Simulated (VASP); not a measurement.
WSe2, 3 atoms in the cell. The cell holds a slab with vacuum, 3 atoms: a = 3.320 Å, b = 3.320 Å, c = 16.654 Å, α = 90.00°, β = 90.00°, γ = 120.00°.  This cell differs from its parent crystal: atom 1 (W) moved by -0.840 Å along [1 0 0] and -0.840 Å along [1 2 0].

| Property | Result |
| --- | --- |
| Program | VASP 6.6.1 |
| Task | single point |
| Functional | PBE |
| Potentials or basis | VASP PAW PBE potentials, release 64 (W_sv, Se) |
| Cutoff | 520 eV |
| k mesh | 9 × 9 × 2 |
| Occupations | gaussian, width 0.05 eV |
| Spin | no spin polarisation |
| Dipole correction | no |
| Further INCAR settings | ALGO = Normal; EDIFF = 1e-07; NBANDS = 20 |

Potentials or basis: VASP PAW PBE potentials, release 64 (W_sv, Se).

Run with:

```console
$ cat potpaw_PBE.64/W_sv/POTCAR potpaw_PBE.64/Se/POTCAR > POTCAR
$ mpirun -np 1 vasp_std > vasp.out
```

Hardware: 1 thread of Intel(R) Xeon(R) 6975P-C (Granite Rapids) (shared host).

Question: Estimate the wall time of this run.

Answer: Run time: 3.3 min on 1 thread of Intel(R) Xeon(R) 6975P-C (Granite Rapids) (shared host), peak memory 0.47 GiB. Counts: scf iterations 22, k points 82.
